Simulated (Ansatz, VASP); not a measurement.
# One calculation of Cd3InO, two programs

```
Cd In O
1.0
     4.48948    0.00000    0.00000
     0.00000    4.61451    0.00000
     0.00000    0.00000    6.16419
Cd In O
3 1 1
Direct
  0.00000 0.00000 0.18755
  0.00000 0.00000 0.81245
  0.00000 0.50000 0.00000
  0.00000 0.50000 0.50000
  0.50000 0.00000 0.00000
```

Alike in both runs: task relaxation of cell and atoms; functional PBE; k mesh 4 × 4 × 4; occupations gaussian, width 0.1 eV; no spin polarisation.

|  | VASP | Ansatz |
| --- | --- | --- |
| version | VASP 6.6.1 | Ansatz 0.2.0 |
| potentials or method | VASP PAW PBE potentials, release 64 (Cd, In_d, O), cutoff 600 eV | scalar-relativistic, plane waves, PAW |
| valence electrons in the cell | 55 | 79 |

|  | VASP | Ansatz | Ansatz less VASP |
| --- | --- | --- | --- |
| gap on the k mesh at the Fermi level, each at its own relaxed structure (eV) | none | none | - |
| relaxed volume (Å³/atom) | 22.24 | 22.29 | +0.054 |
| relaxed cell length with the largest relative difference (Å) | 5.789 | 5.845 | +0.0568 |

A gap of «none» marks a metal or a gap that the smearing closes. VASP's potentials hold 55 valence electrons a cell and Ansatz's 79, so a difference there can come from the potentials and not from the codes.
